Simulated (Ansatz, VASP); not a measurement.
**BN: VASP beside Ansatz**

The input INCAR:

```
SYSTEM = BN
PREC     = Accurate       ! precision mode
ENCUT    = 520            ! plane-wave cutoff, eV
EDIFF    = 1E-6           ! SCF threshold, eV
ISMEAR   = 0              ! smearing method
SIGMA    = 0.05           ! smearing width, eV
LREAL    = .FALSE.        ! projectors in reciprocal space
LASPH    = .TRUE.         ! aspherical terms in the spheres
NELM     = 60             ! most SCF steps
ALGO     = Normal         ! electronic algorithm
ISIF     = 2              ! what is computed and relaxed
LWAVE    = .FALSE.        ! write WAVECAR
LCHARG   = .FALSE.        ! write CHGCAR
GGA      = PE             ! functional
NBANDS   = 11             ! bands
```

File KPOINTS:

```
Automatic mesh
0
G
  12 12 12
  0 0 0
```

POSCAR

```
BN
1.0
    0.0000000000      1.8123485119      1.8123485119
    1.8123485119      0.0000000000      1.8123485119
    1.8123485119      1.8123485119      0.0000000000
B N
1 1
Direct
    0.0724198459      0.0724198459     -0.0724198459
    0.7500000000      0.7500000000      0.7500000000
```

Input for Ansatz:

```yaml
crystal:
  lattice:
    - [0.0, 1.8123485119, 1.8123485119]
    - [1.8123485119, 0.0, 1.8123485119]
    - [1.8123485119, 1.8123485119, 0.0]
  atoms:
    - { symbol: B, position: [0.0724198459, 0.0724198459, -0.0724198459] }
    - { symbol: "N", position: [0.75, 0.75, 0.75] }
basis:
  ecutwfc: 420
kpoints:
  mp_grid: { grid: [12, 12, 12] }
hamiltonian:
  xc: pbe
scf:
  occupations: { method: gaussian, width: 0.05 }
output:
  forces: true
  stress: true
  eigenvalues: true
```

Change from the starting cell: all B atoms moved +0.263 Å, as atom 1 along Cartesian [0 0 1].

Alike in both runs: task single point; functional PBE; k mesh 12 × 12 × 12; occupations gaussian, width 0.05 eV; no spin polarisation.

```csv
,VASP,Ansatz
version,VASP 6.6.1,Ansatz 0.2.0
potentials or method,"VASP PAW PBE potentials, release 64 (B, N), cutoff 520 eV","scalar-relativistic, plane waves, PAW"
valence electrons in the cell,8,8
```

Ansatz gave:

| Item | Value |
| --- | --- |
| gap on the k mesh at the Fermi level (eV) | 2.37 |
| least direct gap on the mesh (eV) | 6.59 |
| pressure (GPa) | 18.8 |
| traceless stress, the component that is largest in VASP (GPa) | -5.62 |
| rms of the force components (eV/Å) | 3.064 |

Problem. Estimate VASP's values.

Solution. gap on the k mesh at the Fermi level (eV): 2.36; least direct gap on the mesh (eV): 6.59; pressure (GPa): 18.9; traceless stress, the component that is largest in VASP (GPa): -5.95; rms of the force components (eV/Å): 3.070.

Atom by atom the forces differ by 0.006 eV/Å (rms over components).
